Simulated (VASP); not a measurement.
A run of VASP 6.6.1 is set up as follows.

Contents of INCAR:

```
ALGO     = Normal         # electronic algorithm
EDIFF    = 1E-8           # SCF threshold, eV
ENCUT    = 520            # plane-wave cutoff, eV
GGA      = PE             # functional
GGA_COMPAT= False        
ISIF     = 2              # what is computed and relaxed
ISMEAR   = -1             # smearing method
ISPIN    = 2              # spin polarisation
LASPH    = True           # aspherical terms in the spheres
LCHARG   = False          # write CHGCAR
LEFG     = True         
LMAXMIX  = 6              # l up to which the mixer works
LORBIT   = 11             # projections on sites
LREAL    = False          # projectors in reciprocal space
LWAVE    = False          # write WAVECAR
MAGMOM   = 7 0            # initial moments
NBANDS   = 22             # bands
NELM     = 200            # most SCF steps
PREC     = Accurate       # precision mode
SIGMA    = 0.03           # smearing width, eV
```

Contents of KPOINTS:

```
k-points
0
Gamma
  14 14 14
```

Contents of POSCAR:

```
EuO
1.0
    0.0000000000      2.5719500000      2.5719500000
    2.5719500000      0.0000000000      2.5719500000
    2.5719500000      2.5719500000      0.0000000000
Eu O
1 1
Direct
    0.0000000000      0.0000000000      0.0000000000
    0.5000000000      0.5000000000      0.5000000000
```

Potentials or basis: VASP PAW PBE potentials, release 64 (Eu, O).

Command:

```sh
$ cat potpaw_PBE.64/Eu/POTCAR potpaw_PBE.64/O/POTCAR > POTCAR
$ mpirun -np 1 vasp_std > vasp.out
```

Problem. Estimate the band gap on the k mesh.

Solution. Zero (filled and empty bands overlap).

Problem. What does it give for the net moment?

Solution. 6.97 μB per cell.

Caveat: the cell stands under tension; spin-orbit coupling is left out, which moves the levels of the heavy elements; a cell with one magnetic atom can't hold antiferromagnetic order, which such compounds often take; semilocal functionals describe open f shells poorly, which spoils levels, moments and volumes. The state reached can hang on the start; a lower one may exist.
